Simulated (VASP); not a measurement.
Crystal: Re.

```
Re
1.0
     2.76080    0.00000    0.00000
    -1.38040    2.39092    0.00000
     0.00000    0.00000    4.45820
Re
2
Direct
  0.66667 0.33333 0.75000
  0.33333 0.66667 0.25000
```

```yaml
Program: VASP 6.6.1
Task: relaxation of cell and atoms
Functional: BLYP
Potentials_or_basis: VASP PAW PBE potentials, release 64 (Re)
Cutoff: 600 eV
k_mesh: 11 × 11 × 6
Occupations: fermi-dirac, width 0.05 eV
Spin: no spin polarisation
```

At the start: pressure 22.1 GPa; volume 14.71 Å³/atom.

Problem. How do energy, volume and symmetry change on relaxing?

Solution. Over 9 steps the energy falls by 58.6 meV/atom and the volume is 15.61 Å³/atom (+6.1 %); space group P6_3/mmc (No. 194, to 0.05 Å).

Step by step:
```csv
step,energy change (eV),largest force (eV/Å),pressure (GPa),volume (Å³)
1,0.0000,0.0000,22.11,29.43
2,1.1603,0.0000,-42.61,38.95
3,-0.1159,0.0000,-1.92,31.41
4,-0.1170,0.0000,-0.16,31.24
5,-0.1170,0.0000,0.20,31.20
6,-0.1171,0.0000,0.21,31.20
7,-0.1171,0.0000,0.22,31.20
8,-0.1170,0.0000,-0.56,31.28
9,-0.1171,0.0000,-0.01,31.22
```

Final structure:
```
Re
1.0
     2.81842    0.00000    0.00000
    -1.40921    2.44082    0.00000
     0.00000    0.00000    4.53809
Re
2
Direct
  0.66667 0.33333 0.75000
  0.33333 0.66667 0.25000
```

Caveat: the PAW data sets were made with another functional, which shifts forces and pressure a little.
